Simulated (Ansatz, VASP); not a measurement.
One calculation of K, two programs

The input INCAR:

```
PREC = Accurate
ENCUT = 520
EDIFF = 1E-6
ISMEAR = -1
SIGMA = 0.08
LREAL = False
LASPH = True
NELM = 60
ALGO = Normal
ISIF = 2
LWAVE = False
LCHARG = True
GGA = PE
LELF = True
LVHAR = True
NBANDS = 10
```

KPOINTS

```
Automatic mesh
0
Gamma
  10 10 10
```

The input POSCAR:

```
K
1.0
    3.9090087601      0.0000000000      0.0000000000
    0.0000000000      3.9090087601      0.0000000000
    0.0000000000      0.0000000000      3.9090087601
K
1
Direct
    0.0000000000      0.0000000000      0.0000000000
```

Input for Ansatz:

```yaml
crystal:
  lattice:
    - [3.9090087601, 0.0, 0.0]
    - [0.0, 3.9090087601, 0.0]
    - [0.0, 0.0, 3.9090087601]
  atoms:
    - { symbol: K, position: [0.0, 0.0, 0.0] }
kpoints:
  mp_grid: { grid: [10, 10, 10] }
scf:
  occupations: { method: fermi_dirac, width: 0.08 }
hamiltonian:
  xc: pbe
  pseudopotentials: { kind: nc }
output:
  forces: true
  stress: true
  eigenvalues: true
```

Change from the starting cell: volume scaled by 0.75, norm-conserving files.

Alike in both runs: task single point; functional PBE; k mesh 10 × 10 × 10; occupations fermi-dirac, width 0.08 eV; no spin polarisation.

```csv
,VASP,Ansatz
version,VASP 6.6.1,Ansatz 0.2.0
potentials or method,"VASP PAW PBE potentials, release 64 (K_sv)","norm-conserving pseudopotentials, scalar-relativistic"
plane-wave cutoff (eV),520,850
valence electrons in the cell,9,9
```

```csv
,VASP,Ansatz,Ansatz less VASP
pressure (GPa),1.3,1.3,+0.01
```

The functional is the same, so the differences come from potentials, cutoffs and numerics.
